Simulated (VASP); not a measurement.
# Al2O3 (R-3c) in VASP: vibrations by perturbation theory with LDA

Aim: the vibrations by perturbation theory of Al2O3 with LDA.

Everything below comes from runs of VASP 6.6.1. Logs are shortened: lines on timing, memory, paths and dates and some standing lists are left out, and cuts for length are marked.

## 1. The cell of the first run

The structure is trigonal, space group R-3c (No. 167). The conventional cell has a = 4.760 Å, b = 4.760 Å, c = 12.996 Å, α = 90.00°, β = 90.00°, γ = 120.00°. Within 2.5 Å of Al (site symmetry 3) lie 6 O at 1.86 to 1.97 Å. O (site symmetry 2) has 4 Al at 1.86 to 1.97 Å within 2.5 Å.

## 2. Vibrations by perturbation theory, LDA

INCAR

```
PREC = Accurate
ENCUT = 520
EDIFF = 1E-8
ISMEAR = 0
SIGMA = 0.01
LREAL = F
LASPH = T
NELM = 80
ALGO = Normal
ISIF = 2
LWAVE = F
LCHARG = T
NBANDS = 35
IBRION = 8
NSW = 1
LEPSILON = T
```

KPOINTS

```
Automatic mesh
0
Gamma
  5 5 5
```

POSCAR

```
Al2O3
1.0
    2.3802500000      1.3742379782      4.3318666667
   -2.3802500000      1.3742379782      4.3318666667
    0.0000000000     -2.7484759565      4.3318666667
Al O
4 6
Direct
    0.3520369811      0.3520369811      0.3520369811
    0.1479630189      0.1479630189      0.1479630189
    0.6479630189      0.6479630189      0.6479630189
    0.8520369811      0.8520369811      0.8520369811
    0.5556425053      0.9443574947      0.2500000000
    0.2500000000      0.5556425053      0.9443574947
    0.9443574947      0.2500000000      0.5556425053
    0.4443574947      0.0556425053      0.7500000000
    0.7500000000      0.4443574947      0.0556425053
    0.0556425053      0.7500000000      0.4443574947
```

Potentials or basis: VASP PAW LDA potentials, release 64 (Al, O).

The run is started by

```
$ cat potpaw_LDA.64/Al/POTCAR potpaw_LDA.64/O/POTCAR > POTCAR
$ mpirun -np 1 vasp_std > vasp.out
```

OUTCAR:

```text
PREC = Accurate
   ENCUT = 520
   EDIFF = 1E-8
   ISMEAR = 0
   LREAL = F
   LASPH = T
   NELM = 80
   ISIF = 2
   IBRION = 8
   NSW = 1
   LEPSILON = T

 ion  position               nearest neighbor table
   1  0.352  0.352  0.352-   9 1.86  10 1.86   8 1.86   7 1.97   5 1.97   6 1.97   2 2.65   3 2.79
                             3 2.79   3 2.79   2 3.22   2 3.22   2 3.22
   2  0.148  0.148  0.148-  10 1.86   9 1.86   8 1.86   6 1.97   5 1.97   7 1.97   1 2.65   4 2.79
                             4 2.79   4 2.79   1 3.22   1 3.22   1 3.22
   3  0.648  0.648  0.648-   6 1.86   7 1.86   5 1.86  10 1.97   8 1.97   9 1.97   4 2.65   1 2.79
                             1 2.79   1 2.79   4 3.22   4 3.22   4 3.22
   4  0.852  0.852  0.852-   7 1.86   6 1.86   5 1.86   9 1.97   8 1.97  10 1.97   3 2.65   2 2.79
                             2 2.79   2 2.79   3 3.22   3 3.22   3 3.22
   5  0.556  0.944  0.250-   3 1.86   4 1.86   1 1.97   2 1.97
   6  0.250  0.556  0.944-   3 1.86   4 1.86   2 1.97   1 1.97
   7  0.944  0.250  0.556-   4 1.86   3 1.86   1 1.97   2 1.97
   8  0.444  0.056  0.750-   1 1.86   2 1.86   3 1.97   4 1.97
   9  0.750  0.444  0.056-   1 1.86   2 1.86   4 1.97   3 1.97
  10  0.056  0.750  0.444-   2 1.86   1 1.86   3 1.97   4 1.97

  LATTYP: Found a trigonal (rhomboedric) cell.
[... 1120 lines left out ...]
  7Y    -0.374946    1.412788    0.035206    0.075603    0.917076    0.059050    0.219135    1.391906   -0.277493   -0.884195    4.092832    1.835408    1.336021    2.854702   -0.188381    0.092401    5.321483    0.333634    0.261304  -17.756122   -2.783550    0.275472    0.491251    1.126910    0.008891    0.985099   -1.911906   -1.009687    0.288985    1.771121
  7Z    -0.099836    0.015632    0.997373   -0.063456    0.078644    0.997373   -2.185091   -0.070461    2.097082   -1.031525    1.927575    2.097082   -0.299774   -0.145666   -0.500514   -0.023736    0.332445   -0.500514    4.819019   -2.782262  -15.263636    1.754869    0.784525    2.817161    0.198017   -1.912024    2.817161   -3.068487    1.771592    4.441433
  8X     2.550383   -1.331355    1.219884    2.550383    1.331355   -1.219884    1.078519    0.368374    0.013766    1.078519   -0.368374   -0.013766   -0.293958   -0.000000    0.000000    0.820264   -0.275852   -1.754461    0.820264    0.275852    1.754461  -17.605259    0.000000    0.000000    4.500442   -1.333909    0.301385    4.500442    1.333909   -0.301385
  8Y    -1.787405    3.318328   -1.557915    1.787405    3.318328   -1.557915    0.204025    1.424170   -0.094257   -0.204025    1.424170   -0.094257    0.000000    2.037813   -3.542241   -0.294394    0.491910    0.784996    0.294394    0.491910    0.784996    0.000000  -18.208713    5.567100   -1.514485    2.851043   -0.145252    1.514485    2.851043   -0.145252
  8Z     1.153567   -1.857114    2.097082   -1.153567   -1.857114    2.097082    0.036380   -0.094276    0.997373   -0.036380   -0.094276    0.997373   -0.000000   -3.543184    4.441433   -1.556853    1.127499    2.817161    1.556853    1.127499    2.817161    0.000000    5.564524  -15.263636    0.276037   -0.186779   -0.500514   -0.276037   -0.186779   -0.500514
  9X     1.775879    1.340245    0.739252    4.476804   -0.675185    1.959136    1.585613    0.088746    0.074745    1.089902    0.210596    0.088512    0.820922   -0.294014   -1.557057    1.454870    1.009687    3.067671    0.327074    0.009651    0.197404    4.496783   -1.516598    0.276485  -18.057850   -0.261304   -4.821250    2.030002    0.088176   -0.024900
  9Y     0.884195    4.092832    1.835408   -0.219135    1.391906   -0.277493   -0.075603    0.917076    0.059050    0.374946    1.412788    0.035206   -0.275472    0.491251    1.126910    1.009687    0.288985    1.771121   -0.008891    0.985099   -1.911906   -1.336021    2.854702   -0.188381   -0.261304  -17.756122   -2.783550   -0.092401    5.321483    0.333634
  9Z     1.031525    1.927575    2.097082    2.185091   -0.070461    2.097082    0.063456    0.078644    0.997373    0.099836    0.015632    0.997373   -1.754869    0.784525    2.817161    3.068487    1.771592    4.441433   -0.198017   -1.912024    2.817161    0.299774   -0.145666   -0.500514   -4.819019   -2.782262  -15.263636    0.023736    0.332445   -0.500514
 10X     4.476804    0.675185   -1.959136    1.775879   -1.340245   -0.739252    1.089902   -0.210596   -0.088512    1.585613   -0.088746   -0.074745    0.820922    0.294014    1.557057    0.327074   -0.009651   -0.197404    1.454870   -1.009687   -3.067671    4.496783    1.516598   -0.276485    2.030002   -0.088176    0.024900  -18.057850    0.261304    4.821250
 10Y     0.219135    1.391906   -0.277493   -0.884195    4.092832    1.835408   -0.374946    1.412788    0.035206    0.075603    0.917076    0.059050    0.275472    0.491251    1.126910    0.008891    0.985099   -1.911906   -1.009687    0.288985    1.771121    1.336021    2.854702   -0.188381    0.092401    5.321483    0.333634    0.261304  -17.756122   -2.783550
 10Z    -2.185091   -0.070461    2.097082   -1.031525    1.927575    2.097082   -0.099836    0.015632    0.997373   -0.063456    0.078644    0.997373    1.754869    0.784525    2.817161    0.198017   -1.912024    2.817161   -3.068487    1.771592    4.441433   -0.299774   -0.145666   -0.500514   -0.023736    0.332445   -0.500514    4.819019   -2.782262  -15.263636

 Eigenvectors and eigenvalues of the dynamical matrix
   1 f  =   21.986195 THz   138.143335 2PiTHz  733.380511 cm-1    90.927554 meV
   2 f  =   21.964451 THz   138.006714 2PiTHz  732.655214 cm-1    90.837628 meV
   3 f  =   21.964451 THz   138.006714 2PiTHz  732.655214 cm-1    90.837628 meV
   4 f  =   20.305009 THz   127.580137 2PiTHz  677.302208 cm-1    83.974733 meV
   5 f  =   18.835131 THz   118.344617 2PiTHz  628.272333 cm-1    77.895806 meV
   6 f  =   18.520615 THz   116.368459 2PiTHz  617.781235 cm-1    76.595077 meV
[... 19 lines left out ...]
  26 f  =   11.036233 THz    69.342697 2PiTHz  368.129108 cm-1    45.642172 meV
  27 f  =    9.066145 THz    56.964268 2PiTHz  302.414039 cm-1    37.494545 meV
  28 f/i=    0.004970 THz     0.031229 2PiTHz    0.165790 cm-1     0.020555 meV
  29 f/i=    0.004970 THz     0.031229 2PiTHz    0.165790 cm-1     0.020555 meV
  30 f/i=    0.006025 THz     0.037857 2PiTHz    0.200975 cm-1     0.024918 meV

 MACROSCOPIC STATIC DIELECTRIC TENSOR IONIC CONTRIBUTION
 ------------------------------------------------------
           6.245581     0.000000    -0.000000
           0.000000     6.245581    -0.000000
          -0.000000    -0.000000     8.276459
 ------------------------------------------------------

 ELASTIC MODULI CONTR FROM IONIC RELAXATION (kBar)
 Direction    XX          YY          ZZ          XY          YZ          ZX
 --------------------------------------------------------------------------------
 XX        -368.6350    158.9213    134.6448      0.0000    120.4729     -0.0000
 YY         158.9213   -368.6350    134.6448      0.0000   -120.4729      0.0000
 ZZ         134.6448    134.6448   -199.1892     -0.0000      0.0000     -0.0000
 XY           0.0000      0.0000     -0.0000   -263.7895      0.0000    119.6894
 YZ         120.4729   -120.4729      0.0000      0.0000   -139.8471      0.0000
 ZX          -0.0000      0.0000     -0.0000    119.6894      0.0000   -138.4534
 --------------------------------------------------------------------------------

 PIEZOELECTRIC TENSOR IONIC CONTR  for field in x, y, z        (C/m^2)
          XX          YY          ZZ          XY          YZ          ZX
  --------------------------------------------------------------------------------
  x    -0.00000    -0.00000     0.00000    -0.00000     0.00000     0.00000
  y    -0.00000    -0.00000     0.00000     0.00000    -0.00000    -0.00000
  z     0.00000    -0.00000     0.00000    -0.00000    -0.00000     0.00000
```

OSZICAR:

```text
N       E                     dE             d eps       ncg     rms          rms(c)
DAV:   1     0.218084727833E+03    0.21808E+03   -0.25506E+04  1330   0.131E+03
DAV:   2    -0.790736098932E+02   -0.29716E+03   -0.28724E+03  1706   0.287E+02
DAV:   3    -0.913861591015E+02   -0.12313E+02   -0.12271E+02  1713   0.589E+01
[... 216 lines left out ...]
RMM:  12    -0.367089235852E+00   -0.18847E-07   -0.57562E-07  8704   0.327E-04    0.825E-07
RMM:  13    -0.367089239868E+00   -0.40163E-08   -0.46282E-07  8859   0.326E-04    0.366E-07
RMM:  14    -0.367089238956E+00    0.91153E-09   -0.42311E-07  9000   0.324E-04    0.222E-07
RMM:  15    -0.367089239175E+00   -0.21860E-09   -0.27638E-07  9177   0.322E-04    0.235E-07
RMM:  16    -0.367089239084E+00    0.90566E-10   -0.97774E-08  9302   0.321E-04    0.163E-07
 Linear response finished
```

stdout:

```text
POSCAR found type information on POSCAR AlO
 POSCAR found :  2 types and      10 ions
 scaLAPACK will be used
 LDA part: xc-table for (Slater(with rela. corr.)+CA(PZ))
 , standard interpolation
 POSCAR, INCAR and KPOINTS ok, starting setup
 FFT: planning ... GRIDC
 FFT: planning ... GRID_SOFT
 FFT: planning ... GRID
[... 37 lines left out ...]
 first order change of Fermi-energy   0.73135E+00
 force on displaced ion       5 direction 1 : -17.605   0.000  -0.000
 Born effective charge ion    5 direction 1 :  -2.067   0.000   0.000
 Linear response progress:
 first order change of Fermi-energy   0.10720E+00
 force on displaced ion       5 direction 2 :  -0.001 -18.209   5.567
 Born effective charge ion    5 direction 2 :   0.000  -1.870   0.345
 Linear response progress:
 first order change of Fermi-energy  -0.51603E-01
 force on displaced ion       5 direction 3 :   0.000   5.565 -15.264
 Born effective charge ion    5 direction 3 :  -0.000   0.252  -1.950
 Born effective charges drift removed
 Linear response finished
```

Wall time 16 min (1 thread of Intel Xeon 6975P-C (Granite Rapids), shared host); peak memory 0.53 GiB.

Results:

- Electronic dielectric tensor (diagonal): 3.25, 3.25, 3.22
- Born charges (mean of the diagonal): Al +2.94; O -1.96 e
- Highest phonon frequency at Γ, LO-TO splitting left out: 733 cm⁻¹

Phonon frequencies in cm⁻¹ (negative: imaginary):
| q point | frequencies |
| --- | --- |
| (0.000, 0.000, 0.000) | 0 0 0 302 368 368 378 378 389 411 424 424 430 430 438 438 517 560 560 564 564 570 590 618 618 628 677 733 733 733 |

Electronic dielectric tensor:
```
3.25 0.00 0.00
0.00 3.25 0.00
0.00 0.00 3.22
```

Born effective charge tensors (e):
atom 1, Al
```
 2.95 -0.03  0.00
 0.03  2.95  0.00
 0.00  0.00  2.93
```
atom 2, Al
```
 2.95  0.03  0.00
-0.03  2.95  0.00
 0.00  0.00  2.93
```
atom 3, Al
```
 2.95 -0.03  0.00
 0.03  2.95  0.00
 0.00  0.00  2.93
```
atom 4, Al
```
 2.95  0.03  0.00
-0.03  2.95  0.00
 0.00  0.00  2.93
```
atom 5, O
```
-2.07  0.00  0.00
 0.00 -1.87  0.25
 0.00  0.34 -1.95
```
atom 6, O
```
-1.92  0.09 -0.22
 0.09 -2.02 -0.13
-0.30 -0.17 -1.95
```
atom 7, O
```
-1.92 -0.09  0.22
-0.09 -2.02 -0.13
 0.30 -0.17 -1.95
```
atom 8, O
```
-2.07  0.00  0.00
 0.00 -1.87  0.25
 0.00  0.34 -1.95
```
atom 9, O
```
-1.92  0.09 -0.22
 0.09 -2.02 -0.13
-0.30 -0.17 -1.95
```
atom 10, O
```
-1.92 -0.09  0.22
-0.09 -2.02 -0.13
 0.30 -0.17 -1.95
```

Caveat: the cell wasn't relaxed at this level first, which shifts response properties.
